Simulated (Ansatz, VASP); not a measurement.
One calculation of Lu, two programs

The input INCAR:

```
SYSTEM = Lu
PREC = Accurate ; ENCUT = 520
EDIFF = 1E-6 ; ISMEAR = 1
SIGMA = 0.2 ; LREAL = .FALSE.
LASPH = .TRUE. ; NELM = 100
ALGO = Normal ; ISIF = 2
LWAVE = .FALSE. ; LCHARG = .FALSE.
GGA = CA ; NBANDS = 32
```

The input KPOINTS:

```
regular mesh
0
G
  11 11 6
  0 0 0
```

File POSCAR:

```
Lu
1.0
    3.3823924653      0.0000000000      0.0000000000
   -1.6911962327      2.9292378005      0.0000000000
    0.0000000000      0.0000000000      5.2524129119
Lu
2
Direct
    0.3333333333      0.6666666667      0.2500000000
    0.6666666667      0.3333333333      0.7500000000
```

Input for Ansatz:

```yaml
crystal:
  lattice:
    - [3.3823924653, 0.0, 0.0]
    - [-1.6911962327, 2.9292378005, 0.0]
    - [0.0, 0.0, 5.2524129119]
  atoms:
    - { symbol: Lu, position: [0.3333333333, 0.6666666667, 0.25] }
    - { symbol: Lu, position: [0.6666666667, 0.3333333333, 0.75] }
hamiltonian:
  xc: lda
  pseudopotentials:
    kind: paw
    azcp:
      Lu: "pseudopotentials/Lu.paw.azcp"
basis:
  ecutwfc: 420
  fft_grid_basis: typed
kpoints:
  mp_grid: { grid: [11, 11, 6], shift: [0, 0, 0] }
magnetization:
  spin_polarized: false
scf:
  occupations: { method: methfessel_paxton, width: 0.2 }
  lower_state_search: "off"
output:
  stress: true
```

Alike in both runs: task single point; functional LDA; k mesh 11 × 11 × 6; occupations methfessel-paxton of order 1, width 0.2 eV; no spin polarisation.

|  | VASP | Ansatz |
| --- | --- | --- |
| version | VASP 6.6.1 | Ansatz 0.2.0 |
| potentials or method | VASP PAW PBE potentials, release 64 (Lu), cutoff 520 eV | plane waves (420 eV) with PAW, scalar-relativistic |
| valence electrons in the cell | 50 | 50 |

Ansatz gave:

* pressure (GPa): -0.2
* traceless stress, the component that is largest in VASP (GPa): -0.29

Which values does VASP return?

Pressure (GPa): 0.0; traceless stress, the component that is largest in VASP (GPa): -0.28.

VASP's potentials were made for PBE, not for LDA, and Ansatz warns of the same on its side. LDA's correlation is that of Perdew and Zunger in VASP and of Perdew and Wang (1992) in Ansatz.

Spin-orbit coupling is off throughout.
